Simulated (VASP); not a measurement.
Runs of VASP 6.6.1 on CuI. The structure is that of space group F-43m (No. 216), or close to it. The cells are those of the table. 

| task | level | cell | cutoff (eV) | gap on the mesh (eV) | pressure (GPa) | relaxed volume (Å³/atom) |
| --- | --- | --- | --- | --- | --- | --- |
| relaxation of cell and atoms | r2SCAN+D4 | relaxed from a = 4.287 Å, angles 60.0°, 2 atoms | 600 | (b) | 0.1 | 26.79 |
| relaxation of cell and atoms | PBE+D3(BJ) | relaxed from a = 4.287 Å, angles 60.0°, 2 atoms | 600 | 1.26 | 0.0 | 26.66 |
| single point | PBEsol | a = 4.200 Å, angles 60.0°, 2 atoms | 520 | 1.20 | 0.4 | - |
| relaxation of cell and atoms | RPBE | relaxed from a = 4.287 Å, angles 60.0°, 2 atoms | 600 | (a) | -0.1 | (c) |
| single point | RPBE | a = 4.379 Å, angles 60.0°, 2 atoms | 520 | 1.12 | 0.0 | - |

Alike in all rows: potentials or basis VASP PAW PBE potentials, release 64 (Cu, I); no spin polarisation; k mesh 6 × 6 × 6; smearing gaussian 0.01 eV.

Estimate the missing entries.

(a) 1.10; (b) 1.73; (c) 29.88.

Caveats: spin-orbit coupling is left out, which moves the levels of the heavy elements; the PAW data sets were made with another functional, which shifts forces and pressure a little (at least some runs).

A k mesh can miss the band edges, and the runs leave out spin-orbit coupling on I.
